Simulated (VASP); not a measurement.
# ZnS (F-43m) in VASP: notebook

The runs below take ZnS through single point, with r2SCAN.

All numbers are computed with VASP 6.6.1; they aren't measurements. Logs are shortened: lines on timing, memory, paths and dates and some standing lists are left out, and cuts for length are marked.

**Experimental background.**

“Electronic, vibrational, and thermodynamic properties of ZnS (zincblende and rocksalt structure)”, 2009, arxiv:0911.5022 quotes, for a bulk crystal of ZnS at 19 K: band gap 3.85 eV (direct).

The results are compared with them further down.

### Step 1. The cell of the first run

It takes space group F-43m (No. 216, cubic). Conventional cell: a = 5.278 Å, b = 5.278 Å, c = 5.278 Å, α = 90.00°, β = 90.00°, γ = 90.00°. Zn (site symmetry -43m) has 4 S at 2.29 Å within 3.0 Å. Within 3.0 Å of S (site symmetry -43m) lie 4 Zn at 2.29 Å.

### Step 2. Single point, r2SCAN (volume changed by -6%)

POSCAR reads:

```
ZnS
1.0
    0.0000000000      2.6390985849      2.6390985849
    2.6390985849      0.0000000000      2.6390985849
    2.6390985849      2.6390985849      0.0000000000
Zn S
1 1
Direct
    0.2500000000      0.2500000000      0.2500000000
    0.0000000000      0.0000000000      0.0000000000
```

INCAR.step1 reads:

```
PREC = Accurate ; ENCUT = 550
ISMEAR = 0 ; SIGMA = 0.01
LREAL = F ; LASPH = T
NELM = 120 ; NBANDS = 16
GGA = PE ; ALGO = Normal
EDIFF = 1E-5 ; LWAVE = T
LCHARG = F ; GGA_COMPAT = F
```

INCAR.step2 reads:

```
PREC = Accurate ; ENCUT = 550
EDIFF = 1E-6 ; ISMEAR = 0
SIGMA = 0.01 ; LREAL = F
LASPH = T ; NELM = 120
ALGO = Normal ; ISIF = 2
LWAVE = F ; LCHARG = T
METAGGA = R2SCAN ; LMIXTAU = T
LELF = T ; LVHAR = T
NBANDS = 16 ; ISTART = 1
GGA_COMPAT = F
```

KPOINTS reads:

```
Automatic mesh
0
Gamma
  6 6 6
```

Potentials or basis: VASP PAW PBE potentials, release 64 (Zn, S).

Launch:

```bash
$ cat potpaw_PBE.64/Zn/POTCAR potpaw_PBE.64/S/POTCAR > POTCAR
$ cp INCAR.step1 INCAR
$ mpirun -np 1 vasp_std > vasp.out
$ cp INCAR.step2 INCAR
$ mpirun -np 1 vasp_std > vasp.out
```

OUTCAR:

```text
PREC = Accurate
   ENCUT = 550
   EDIFF = 1E-6
   ISMEAR = 0
   LREAL = F
   LASPH = T
   NELM = 120
   ISIF = 2
   METAGGA = R2SCAN
   ISTART = 1

 ion  position               nearest neighbor table
   1  0.250  0.250  0.250-   2 2.29   2 2.29   2 2.29   2 2.29
   2  0.000  0.000  0.000-   1 2.29   1 2.29   1 2.29   1 2.29

  LATTYP: Found a face centered cubic cell.
 ALAT       =     5.2781971698

  Lattice vectors:

 A1 = (   0.0000000000,   2.6390985849,   2.6390985849)
 A2 = (   2.6390985849,   0.0000000000,   2.6390985849)
 A3 = (   2.6390985849,   2.6390985849,   0.0000000000)

Analysis of symmetry for initial positions (statically):
=====================================================================
 Subroutine PRICEL returns:
 Original cell was already a primitive cell.

 Routine SETGRP: Setting up the symmetry group for a
 face centered cubic supercell.

 Subroutine GETGRP returns: Found 24 space group operations
 (whereof 24 operations were pure point group operations)
 out of a pool of 48 trial point group operations.

The static configuration has the point symmetry T_d .

Analysis of symmetry for dynamics (positions and initial velocities):
=====================================================================
 Subroutine PRICEL returns:
 Original cell was already a primitive cell.

 Routine SETGRP: Setting up the symmetry group for a
 face centered cubic supercell.

 Subroutine GETGRP returns: Found 24 space group operations
 (whereof 24 operations were pure point group operations)
 out of a pool of 48 trial point group operations.

The dynamic configuration has the point symmetry T_d .

 Subroutine INISYM returns: Found 24 space group operations
 (whereof 24 operations are pure point group operations),
 and found     1 'primitive' translations

----------------------------------------------------------------------------------------

                                     Primitive cell

  volume of cell :      36.7618

  direct lattice vectors                    reciprocal lattice vectors
     0.000000000  2.639098585  2.639098585    -0.189458629  0.189458629  0.189458629
     2.639098585  0.000000000  2.639098585     0.189458629 -0.189458629  0.189458629
     2.639098585  2.639098585  0.000000000     0.189458629  0.189458629 -0.189458629

  length of vectors
     3.732249011  3.732249011  3.732249011     0.328151972  0.328151972  0.328151972

  position of ions in fractional coordinates (direct lattice)
     0.250000000  0.250000000  0.250000000
     0.000000000  0.000000000  0.000000000

  ion indices of the primitive-cell ions
   primitive index   ion index
                 1           1
                 2           2

----------------------------------------------------------------------------------------

 KPOINTS: Automatic mesh

Automatic generation of k-mesh.
 Grid dimensions read from file:
 generate k-points for:    6    6    6

 Generating k-lattice:

  Cartesian coordinates                     Fractional coordinates (reciprocal lattice)
    -0.031576438  0.031576438  0.031576438     0.166666667  0.000000000  0.000000000
     0.031576438 -0.031576438  0.031576438     0.000000000  0.166666667  0.000000000
     0.031576438  0.031576438 -0.031576438     0.000000000  0.000000000  0.166666667

  Length of vectors
     0.054691995  0.054691995  0.054691995

  Shift w.r.t. Gamma in fractional coordinates (k-lattice)
     0.000000000  0.000000000  0.000000000

 Subroutine IBZKPT returns following result:
 ===========================================

 Found     16 irreducible k-points:

 Following reciprocal coordinates:
            Coordinates               Weight
  0.000000  0.000000  0.000000      1.000000
  0.166667  0.000000  0.000000      8.000000
  0.333333  0.000000  0.000000      8.000000
  0.500000  0.000000  0.000000      4.000000
  0.166667  0.166667  0.000000      6.000000
  0.333333  0.166667  0.000000     24.000000
[... 8 lines left out ...]
 -0.333333  0.333333  0.166667     24.000000
 -0.333333  0.500000  0.166667     12.000000
   k-points           NKPTS =     16   k-points in BZ     NKDIM =     16   number of bands    NBANDS=     16
   number of dos      NEDOS =    301   number of ions     NIONS =      2
   total plane-waves  NPLWV =  27000
   dimension x,y,z NGX =    30 NGY =   30 NGZ =   30
   dimension x,y,z NGXF=    60 NGYF=   60 NGZF=   60
   ions per type =               1   1
   NGX,Y,Z   is equivalent  to a cutoff of  13.36, 13.36, 13.36 a.u.
   NGXF,Y,Z  is equivalent  to a cutoff of  26.73, 26.73, 26.73 a.u.
 SYSTEM =  unknown system
   PREC   = accura    normal or accurate (medium, high low for compatibility)
   ISTART =      1    job   : 0-new  1-cont  2-samecut
   ICHARG =      0    charge: 1-file 2-atom 10-const
   ISPIN  =      1    spin polarized calculation?
   LNONCOLLINEAR =      F non collinear calculations
   LSORBIT =      F    spin-orbit coupling
   LASPH  =      T    aspherical Exc in radial PAW
   ENCUT  =  550.0 eV  40.42 Ry    6.36 a.u.   7.14  7.14  7.14*2*pi/ulx,y,z
   NELM   =    120;   NELMIN=  2; NELMDL=  0     # of ELM steps
   EDIFF  = 0.1E-05   stopping-criterion for ELM
   LREAL  =      F    real-space projection
   EDIFFG = 0.1E-04   stopping-criterion for IOM
   NSW    =      0    number of steps for IOM
   IBRION =     -1    ionic relax: 0-MD 1-quasi-New 2-CG
   NFREE  =      0    steps in history (QN), initial steepest desc. (CG)
   ISIF   =      2    stress and relaxation
   ISYM   =      2    0-nonsym 1-usesym 2-fastsym
   POTIM  = 0.5000    time-step for ionic-motion
   TEBEG  =    0.0;   TEEND  =   0.0 temperature during run
   PSTRESS=    0.0 pullay stress
   NELECT =      18.0000    total number of electrons
   NUPDOWN=      -1.0000    fix difference up-down
   EMIN   =  10.00;   EMAX   =-10.00  energy-range for DOS
   EFERMI =   0.00;   METHOD = LEGACY
   ISMEAR =     0;   SIGMA  =   0.01  broadening in eV -4-tet -1-fermi 0-gaus
   EFERMI_NEDOS =   21; number of points for ismear=-14 and -15
   IALGO  =     38    algorithm
   IMIX   =      4    mixing-type and parameters
     AMIX     =   0.40;   BMIX     =  1.00
     AMIX_MAG =   1.60;   BMIX_MAG =  1.00
  volume/ion in A,a.u.               =      18.38       124.04
  Fermi-wavevector in a.u.,A,eV,Ry     =   1.290328  2.438366 22.652963  1.664946
  Thomas-Fermi vector in A             =   2.422166
   LORBIT       =      0    0 simple, 1 ext, 2 COOP (PROOUT), +10 PAW based schemes
   METAGGA = R2SCAN    functional components
   LHFCALC =     F    Hartree Fock is set to
   AEXX    =    0.0000 exact exchange contribution
   IVDW    =     0    specifies the selected vdW correction
   LEPSILON=     F    determine dielectric tensor
   LRPA    =     F    only Hartree local field effects (RPA)
 non-spin polarized calculation
 Gauss-broadening in eV      SIGMA  =   0.01
  energy-cutoff  :      550.00
  volume of cell :       36.76
 maximum number of plane-waves:      1090
 NGX is ok and might be reduce to    30
   NGX = 15   NGY = 15   NGZ = 15

 number of electron      17.9999984 magnetization

 Free energy of the ion-electron system (eV)
  ---------------------------------------------------
  ext. energy  EPLUGINS =         0.00000000
  ---------------------------------------------------
  free energy    TOTEN  =       -18.82466483 eV

  energy without entropy =      -18.82466483  energy(sigma->0) =      -18.82466483

 E-fermi :   2.6494     XC(G=0): -10.6468

 val. band max:        2.5268375269   @ k =   0.0000   0.0000   0.0000
 cond. band min:       5.5376275441   @ k =   0.0000   0.0000   0.0000
 fundamental gap:      3.0107900172
 Fermi energy:         2.6494444560

 k-point     1 :       0.0000    0.0000    0.0000
  band No.  band energies     occupation
      1     -11.6860      2.00000
      2      -4.2886      2.00000
      3      -4.2886      2.00000
      4      -4.2886      2.00000
      5      -3.6468      2.00000
      6      -3.6468      2.00000
[... 8 lines left out ...]
     15      14.9030      0.00000
     16      15.5071      0.00000

 k-point     2 :       0.1667    0.0000    0.0000
  band No.  band energies     occupation
      1     -11.4521      2.00000
      2      -4.2882      2.00000
      3      -4.2455      2.00000
      4      -4.2455      2.00000
      5      -3.6493      2.00000
      6      -3.6493      2.00000
[... 8 lines left out ...]
     15      14.0575      0.00000
     16      16.1621      0.00000

 k-point     3 :       0.3333    0.0000    0.0000
  band No.  band energies     occupation
      1     -10.9164      2.00000
      2      -4.1722      2.00000
      3      -4.1722      2.00000
      4      -4.1359      2.00000
      5      -3.6333      2.00000
      6      -3.6333      2.00000
[... 8 lines left out ...]
     15      14.7928      0.00000
     16      15.2389      0.00000

 k-point     4 :       0.5000    0.0000    0.0000
  band No.  band energies     occupation
      1     -10.6021      2.00000
      2      -4.1449      2.00000
      3      -4.1449      2.00000
      4      -3.6112      2.00000
      5      -3.6112      2.00000
      6      -3.4648      2.00000
[... 8 lines left out ...]
     15      16.7668      0.00000
     16      16.7668      0.00000
[... 172 lines left out ...]
 k-point    14 :       0.5000    0.3333    0.1667
  band No.  band energies     occupation
      1     -10.5422      2.00000
      2      -4.1997      2.00000
      3      -4.0682      2.00000
      4      -3.9376      2.00000
      5      -3.6232      2.00000
      6      -3.5717      2.00000
[... 8 lines left out ...]
     15      17.6032      0.00000
     16      18.3144      0.00000

 k-point    15 :      -0.3333    0.3333    0.1667
  band No.  band energies     occupation
      1     -10.3273      2.00000
      2      -4.1371      2.00000
      3      -4.0157      2.00000
      4      -3.7262      2.00000
      5      -3.6687      2.00000
      6      -3.2958      2.00000
[... 8 lines left out ...]
     15      17.4131      0.00000
     16      18.0830      0.00000

 k-point    16 :      -0.3333    0.5000    0.1667
  band No.  band energies     occupation
      1     -10.2291      2.00000
      2      -4.2013      2.00000
      3      -3.9178      2.00000
      4      -3.8168      2.00000
      5      -3.6226      2.00000
      6      -3.2344      2.00000
[... 8 lines left out ...]
     15      17.3728      0.00000
     16      18.5990      0.00000

------------------------ aborting loop because EDIFF is reached ----------------------------------------

  FORCE on cell =-STRESS in cart. coord.  units (eV):
  Direction    XX          YY          ZZ          XY          YZ          ZX
  --------------------------------------------------------------------------------------
  -------------------------------------------------------------------------------------
  Total        1.2950408      1.2950408      1.2950408      0.0000000     -0.0000000      0.0000000
  in kB       56.4413242     56.4413242     56.4413242      0.0000000     -0.0000000      0.0000000
  external PRESSURE =      56.4413242 kB  Pullay stress =       0.0000000 kB

 VOLUME and BASIS-vectors are now :
 -----------------------------------------------------------------------------
  energy-cutoff  :      550.00
  volume of cell :       36.76
      direct lattice vectors                 reciprocal lattice vectors
     0.000000000  2.639098585  2.639098585    -0.189458629  0.189458629  0.189458629
     2.639098585  0.000000000  2.639098585     0.189458629 -0.189458629  0.189458629
     2.639098585  2.639098585  0.000000000     0.189458629  0.189458629 -0.189458629

 POSITION                                       TOTAL-FORCE (eV/Angst)
 -----------------------------------------------------------------------------------
      1.31955      1.31955      1.31955        -0.000000      0.000000      0.000000
      0.00000      0.00000      0.00000         0.000000     -0.000000     -0.000000
 -----------------------------------------------------------------------------------
    total drift:                                0.000000      0.000000      0.000000

  FREE ENERGIE OF THE ION-ELECTRON SYSTEM (eV)
  ---------------------------------------------------
  free  energy   TOTEN  =       -18.8246648335 eV

  energy  without entropy=      -18.8246648335  energy(sigma->0) =      -18.82466483
```

Wall time 1.9 min (1 thread of Intel Xeon 8259CL, shared host); peak memory 0.17 GiB.

What came out:

- Free energy: -18.8247 eV
- Pressure: 5.6 GPa
- Band gap on the k mesh: 3.01 eV, direct

Caveat: the PAW data sets were made with another functional, which shifts forces and pressure a little.

### Step 3. Single point, r2SCAN (volume changed by -3%)

POSCAR reads:

```
ZnS
1.0
    0.0000000000      2.6668806116      2.6668806116
    2.6668806116      0.0000000000      2.6668806116
    2.6668806116      2.6668806116      0.0000000000
Zn S
1 1
Direct
    0.2500000000      0.2500000000      0.2500000000
    0.0000000000      0.0000000000      0.0000000000
```

INCAR.step1 reads:

```
SYSTEM = ZnS
  PREC = Accurate
  ENCUT = 550
  ISMEAR = 0
  SIGMA = 0.01
  LREAL = .FALSE.
  LASPH = .TRUE.
  NELM = 120
  NBANDS = 16
  GGA = PE
  ALGO = Normal
  EDIFF = 1E-5
  LWAVE = .TRUE.
  LCHARG = .FALSE.
  GGA_COMPAT = .FALSE.
```

INCAR.step2 reads:

```
SYSTEM = ZnS
  PREC = Accurate
  ENCUT = 550
  EDIFF = 1E-6
  ISMEAR = 0
  SIGMA = 0.01
  LREAL = .FALSE.
  LASPH = .TRUE.
  NELM = 120
  ALGO = Normal
  ISIF = 2
  LWAVE = .FALSE.
  LCHARG = .FALSE.
  METAGGA = R2SCAN
  LMIXTAU = .TRUE.
  NBANDS = 16
  ISTART = 1
  GGA_COMPAT = .FALSE.
```

KPOINTS reads:

```
Automatic mesh
0
G
  6 6 6
  0 0 0
```

Potentials or basis: VASP PAW PBE potentials, release 64 (Zn, S).

Launch:

```bash
$ cat potpaw_PBE.64/Zn/POTCAR potpaw_PBE.64/S/POTCAR > POTCAR
$ cp INCAR.step1 INCAR
$ mpirun -np 1 vasp_std > vasp.out
$ cp INCAR.step2 INCAR
$ mpirun -np 1 vasp_std > vasp.out
```

It took 1.9 min on 1 thread of Intel Xeon 8259CL, shared host; peak memory 0.17 GiB.

It converged, with:

```
Free energy            : -18.8546 eV
Pressure               : 2.6 GPa
Band gap on the k mesh : 2.86 eV, direct
```

Levels at points of the mesh, in eV from the valence-band top:
| k point | band 6 | band 7 | band 8 | band 9 | band 10 | band 11 | band 12 | band 13 |
| --- | --- | --- | --- | --- | --- | --- | --- | --- |
| (0.00, 0.00, 0.00) | -6.07 | 0.00 | 0.00 | 0.00 | 2.86 | 6.87 | 6.87 | 6.87 |
| (0.50, 0.00, 0.00) | -5.86 | -5.67 | -0.95 | -0.95 | 3.89 | 7.36 | 7.36 | 9.57 |
| (0.50, 0.50, 0.00) | -5.84 | -4.77 | -2.43 | -2.43 | 3.64 | 4.47 | 12.08 | 13.10 |

Caveat: the PAW data sets were made with another functional, which shifts forces and pressure a little.

(Continued in part 2 of 2.)
